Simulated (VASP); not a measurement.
# NaCl (Fm-3m) in VASP: a series of runs, part 2 of 2

VASP 6.6.1. Earlier steps stand in the parts before.

### 4 Single point, PBE (volume scaled by 1.06)

File INCAR:

```
PREC = Accurate
ENCUT = 520
EDIFF = 1E-6
ISMEAR = -1
SIGMA = 0.05
LREAL = False
LASPH = True
NELM = 100
ALGO = Normal
ISIF = 2
LWAVE = False
LCHARG = False
GGA = PE
NBANDS = 14
```

File KPOINTS:

```
Automatic mesh
0
Gamma
  8 8 8
```

File POSCAR:

```
NaCl
1.0
    0.0000000000      2.8488626834      2.8488626834
    2.8488626834      0.0000000000      2.8488626834
    2.8488626834      2.8488626834      0.0000000000
Cl Na
1 1
Direct
    0.5000000000      0.5000000000      0.5000000000
    0.0000000000      0.0000000000      0.0000000000
```

Potentials or basis: VASP PAW PBE potentials, release 64 (Cl, Na_pv).

Started as:

```
$ cat potpaw_PBE.64/Cl/POTCAR potpaw_PBE.64/Na_pv/POTCAR > POTCAR
$ mpirun -np 1 vasp_std > vasp.out
```

OUTCAR:

```text
PREC = Accurate
   ENCUT = 520
   EDIFF = 1E-6
   ISMEAR = -1
   LREAL = False
   LASPH = True
   NELM = 100
   ISIF = 2
   GGA = PE

 ion  position               nearest neighbor table
   1  0.500  0.500  0.500-
   2  0.000  0.000  0.000-

  LATTYP: Found a face centered cubic cell.
 ALAT       =     5.6977253668

  Lattice vectors:

[... 590 lines left out ...]
     13      14.5068      0.00000
     14      15.5597      0.00000

 [... further k-points ...]

------------------------ aborting loop because EDIFF is reached ----------------------------------------

  FORCE on cell =-STRESS in cart. coord.  units (eV):
  Direction    XX          YY          ZZ          XY          YZ          ZX
  --------------------------------------------------------------------------------------
  -------------------------------------------------------------------------------------
  Total       -0.0139430     -0.0139430     -0.0139430      0.0000000     -0.0000000      0.0000000
  in kB       -0.4830842     -0.4830842     -0.4830842      0.0000000     -0.0000000      0.0000000
  external PRESSURE =      -0.4830842 kB  Pullay stress =       0.0000000 kB

 VOLUME and BASIS-vectors are now :
 -----------------------------------------------------------------------------
  energy-cutoff  :      520.00
  volume of cell :       46.24
      direct lattice vectors                 reciprocal lattice vectors
     0.000000000  2.848862683  2.848862683    -0.175508635  0.175508635  0.175508635
     2.848862683  0.000000000  2.848862683     0.175508635 -0.175508635  0.175508635
     2.848862683  2.848862683  0.000000000     0.175508635  0.175508635 -0.175508635

 POSITION                                       TOTAL-FORCE (eV/Angst)
 -----------------------------------------------------------------------------------
      2.84886      2.84886      2.84886         0.000000     -0.000000      0.000000
      0.00000      0.00000      0.00000        -0.000000      0.000000     -0.000000
 -----------------------------------------------------------------------------------
    total drift:                               -0.000000      0.000000      0.000000

  FREE ENERGIE OF THE ION-ELECTRON SYSTEM (eV)
  ---------------------------------------------------
  free  energy   TOTEN  =        -6.7778951520 eV

  energy  without entropy=       -6.7778951519  energy(sigma->0) =       -6.77789515
```

stdout:

```text
POSCAR found type information on POSCAR ClNa
 POSCAR found :  2 types and       2 ions
 scaLAPACK will be used
 LDA part: xc-table for (Slater+PW92), standard interpolation
 POSCAR, INCAR and KPOINTS ok, starting setup
 FFT: planning ... GRIDC
 FFT: planning ... GRID_SOFT
 FFT: planning ... GRID
 WAVECAR not read
 entering main loop
```

Wall time 14 s (1 thread of Intel Xeon Platinum 8259CL at 2.50GHz (Skylake/Cascade Lake), shared host); peak memory 0.16 GiB.

Results:

```yaml
Free_energy: -6.7779 eV
Pressure: 0.0 GPa
Band_gap_on_the_k_mesh: 4.99 eV, direct
```

Caveat: the cell differs from its parent crystal (volume scaled by 1.06).

### 5 Single point, PBE-based screened hybrid

This run uses another cell than the first one, of 21.81 Å³/atom, 0.980 times its volume.

File POSCAR:

```
NaCl
1.0
    0.0000000000      2.7940632177      2.7940632177
    2.7940632177      0.0000000000      2.7940632177
    2.7940632177      2.7940632177      0.0000000000
Cl Na
1 1
Direct
    0.5000000000      0.5000000000      0.5000000000
    0.0000000000      0.0000000000      0.0000000000
```

File INCAR.step1:

```
ALGO = Normal
EDIFF = 1E-5
ENCUT = 520
GGA = PE
ISIF = 2
ISMEAR = -1
LASPH = True
LCHARG = False
LREAL = False
LWAVE = True
NBANDS = 14
NELM = 80
PREC = Accurate
SIGMA = 0.05
```

File INCAR.step2:

```
AEXX = 0.05
ALGO = Normal
EDIFF = 1E-7
ENCUT = 520
GGA = PE
HFSCREEN = 0.2
ISIF = 2
ISMEAR = -1
ISTART = 1
LASPH = True
LCHARG = False
LHFCALC = True
LREAL = False
LWAVE = False
NBANDS = 14
NELM = 80
PREC = Accurate
PRECFOCK = Normal
SIGMA = 0.05
```

File KPOINTS:

```
k-points
0
Gamma
  4 4 4
```

Potentials or basis: VASP PAW PBE potentials, release 64 (Cl, Na_pv).

Started as:

```
$ cat potpaw_PBE.64/Cl/POTCAR potpaw_PBE.64/Na_pv/POTCAR > POTCAR
$ cp INCAR.step1 INCAR
$ mpirun -np 1 vasp_std > vasp.out
$ cp INCAR.step2 INCAR
$ mpirun -np 1 vasp_std > vasp.out
```

OUTCAR:

```text
AEXX = 0.05
   EDIFF = 1E-7
   ENCUT = 520
   GGA = PE
   HFSCREEN = 0.2
   ISIF = 2
   ISMEAR = -1
   ISTART = 1
   LASPH = True
   LHFCALC = True
   LREAL = False
   NELM = 80
   PREC = Accurate
   PRECFOCK = Normal

 ion  position               nearest neighbor table
   1  0.500  0.500  0.500-
   2  0.000  0.000  0.000-

  LATTYP: Found a face centered cubic cell.
 ALAT       =     5.5881264354
[... 311 lines left out ...]
     12      15.5082      0.00000
     13      15.5082      0.00000
     14      16.0883      0.00000

------------------------ aborting loop because EDIFF is reached ----------------------------------------

  FORCE on cell =-STRESS in cart. coord.  units (eV):
  Direction    XX          YY          ZZ          XY          YZ          ZX
  --------------------------------------------------------------------------------------
  -------------------------------------------------------------------------------------
  Total        0.3942553      0.3942553      0.3942553      0.0000000      0.0000000      0.0000000
  in kB       14.4793615     14.4793615     14.4793615      0.0000000      0.0000000      0.0000000
  external PRESSURE =      14.4793615 kB  Pullay stress =       0.0000000 kB

 VOLUME and BASIS-vectors are now :
 -----------------------------------------------------------------------------
  energy-cutoff  :      520.00
  volume of cell :       43.63
      direct lattice vectors                 reciprocal lattice vectors
     0.000000000  2.794063218  2.794063218    -0.178950854  0.178950854  0.178950854
     2.794063218  0.000000000  2.794063218     0.178950854 -0.178950854  0.178950854
     2.794063218  2.794063218  0.000000000     0.178950854  0.178950854 -0.178950854

 POSITION                                       TOTAL-FORCE (eV/Angst)
 -----------------------------------------------------------------------------------
      2.79406      2.79406      2.79406        -0.000000     -0.000000      0.000000
      0.00000      0.00000      0.00000         0.000000      0.000000     -0.000000
 -----------------------------------------------------------------------------------
    total drift:                                0.000000      0.000000      0.000000

  FREE ENERGIE OF THE ION-ELECTRON SYSTEM (eV)
  ---------------------------------------------------
  free  energy   TOTEN  =        -6.9854645830 eV

  energy  without entropy=       -6.9854645830  energy(sigma->0) =       -6.98546458
```

It took 2.4 min on 1 thread of AMD EPYC 7R13 (Zen 3), shared host; peak memory 0.23 GiB.

Results:

```
Free energy            : -6.9855 eV
Pressure               : 1.4 GPa
Band gap on the k mesh : 5.49 eV, direct
```

Levels at points of the mesh, in eV from the valence-band top:
```csv
k point,band 5,band 6,band 7,band 8,band 9,band 10
"(0.00, 0.00, 0.00)",0.00,0.00,0.00,5.49,11.45,11.45
"(0.50, 0.00, 0.00)",-2.04,-0.28,-0.28,7.60,11.18,11.35
"(0.50, 0.50, 0.00)",-1.76,-0.63,-0.63,7.91,8.32,11.84
```

Caveat: the k points lie up to 0.49 Å⁻¹ apart; the PAW data sets were made with another functional, which shifts forces and pressure a little.

### 6 Single point, PBE-based screened hybrid

This run uses another cell than the first one, of 21.81 Å³/atom, 0.980 times its volume.

POSCAR is that of step 5.

File INCAR.step1:

```
SYSTEM = NaCl
  PREC = Accurate
  ENCUT = 520
  EDIFF = 1E-5
  ISMEAR = -1
  SIGMA = 0.05
  LREAL = .FALSE.
  LASPH = .TRUE.
  NELM = 100
  ALGO = Normal
  ISIF = 2
  LWAVE = .TRUE.
  LCHARG = .FALSE.
  GGA = PE
  NBANDS = 14
```

File INCAR.step2:

```
SYSTEM = NaCl
  PREC = Accurate
  ENCUT = 520
  EDIFF = 1E-7
  ISMEAR = -1
  SIGMA = 0.05
  LREAL = .FALSE.
  LASPH = .TRUE.
  NELM = 100
  ALGO = Normal
  ISIF = 2
  LWAVE = .FALSE.
  LCHARG = .FALSE.
  GGA = PE
  LHFCALC = .TRUE.
  AEXX = 0.15
  HFSCREEN = 0.2
  PRECFOCK = Normal
  ISTART = 1
  NBANDS = 14
```

File KPOINTS:

```
regular mesh
0
G
  4 4 4
  0 0 0
```

Potentials or basis: VASP PAW PBE potentials, release 64 (Cl, Na_pv).

Started as:

```
$ cat potpaw_PBE.64/Cl/POTCAR potpaw_PBE.64/Na_pv/POTCAR > POTCAR
$ cp INCAR.step1 INCAR
$ mpirun -np 1 vasp_std > vasp.out
$ cp INCAR.step2 INCAR
$ mpirun -np 1 vasp_std > vasp.out
```

OUTCAR:

```text
SYSTEM = NaCl
   PREC = Accurate
   ENCUT = 520
   EDIFF = 1E-7
   ISMEAR = -1
   LREAL = .FALSE.
   LASPH = .TRUE.
   NELM = 100
   ISIF = 2
   GGA = PE
   LHFCALC = .TRUE.
   AEXX = 0.15
   HFSCREEN = 0.2
   PRECFOCK = Normal
   ISTART = 1

 ion  position               nearest neighbor table
   1  0.500  0.500  0.500-
   2  0.000  0.000  0.000-

  LATTYP: Found a face centered cubic cell.
 ALAT       =     5.5881264354
[... 312 lines left out ...]
     13      15.8092      0.00000
     14      16.4318      0.00000

------------------------ aborting loop because EDIFF is reached ----------------------------------------

  FORCE on cell =-STRESS in cart. coord.  units (eV):
  Direction    XX          YY          ZZ          XY          YZ          ZX
  --------------------------------------------------------------------------------------
  -------------------------------------------------------------------------------------
  Total        0.3282092      0.3282092      0.3282092      0.0000000      0.0000000      0.0000000
  in kB       12.0537642     12.0537642     12.0537642      0.0000000      0.0000000      0.0000000
  external PRESSURE =      12.0537642 kB  Pullay stress =       0.0000000 kB

 VOLUME and BASIS-vectors are now :
 -----------------------------------------------------------------------------
  energy-cutoff  :      520.00
  volume of cell :       43.63
      direct lattice vectors                 reciprocal lattice vectors
     0.000000000  2.794063218  2.794063218    -0.178950854  0.178950854  0.178950854
     2.794063218  0.000000000  2.794063218     0.178950854 -0.178950854  0.178950854
     2.794063218  2.794063218  0.000000000     0.178950854  0.178950854 -0.178950854

 POSITION                                       TOTAL-FORCE (eV/Angst)
 -----------------------------------------------------------------------------------
      2.79406      2.79406      2.79406         0.000000     -0.000000     -0.000000
      0.00000      0.00000      0.00000        -0.000000      0.000000      0.000000
 -----------------------------------------------------------------------------------
    total drift:                               -0.000001     -0.000001     -0.000001

  FREE ENERGIE OF THE ION-ELECTRON SYSTEM (eV)
  ---------------------------------------------------
  free  energy   TOTEN  =        -7.4338082929 eV

  energy  without entropy=       -7.4338082928  energy(sigma->0) =       -7.43380829
```

Run time: 3.9 min. Hardware: 1 thread of AMD EPYC 7R13 (Zen 3), shared host; peak memory 0.23 GiB.

What came out:

* Free energy: -7.4338 eV
* Pressure: 1.2 GPa
* Band gap on the k mesh: 6.05 eV, direct

Caveat: the k points lie up to 0.49 Å⁻¹ apart; the PAW data sets were made with another functional, which shifts forces and pressure a little.

### 7 The runs side by side

```csv
level,cell,k mesh,grid for exact exchange (PRECFOCK),share of exact exchange,screening parameter,gap on the mesh (eV),pressure (GPa)
PBE,"a = 3.978 Å, angles 60.0°, 2 atoms",8 × 8 × 8,-,-,-,5.14,0.9
PBE,"a = 4.003 Å, angles 60.0°, 2 atoms",8 × 8 × 8,-,-,-,5.06,0.4
PBE,"a = 4.029 Å, angles 60.0°, 2 atoms",8 × 8 × 8,-,-,-,4.99,0.0
PBE-based screened hybrid,"a = 3.951 Å, angles 60.0°, 2 atoms",4 × 4 × 4,Normal,0.05,0.2 1/Å,5.49,1.4
PBE-based screened hybrid,"a = 3.951 Å, angles 60.0°, 2 atoms",4 × 4 × 4,Normal,0.15,0.2 1/Å,6.05,1.2
```

Alike in all rows: task single point; potentials or basis VASP PAW PBE potentials, release 64 (Cl, Na_pv); no spin polarisation; cutoff (eV) 520; smearing fermi-dirac 0.05 eV.

Caveats: some runs use coarse meshes; the PAW data sets were made with another functional, which shifts forces and pressure a little (some runs).

Total energies depend on the potentials used, so only differences within one code and one set of settings carry meaning.
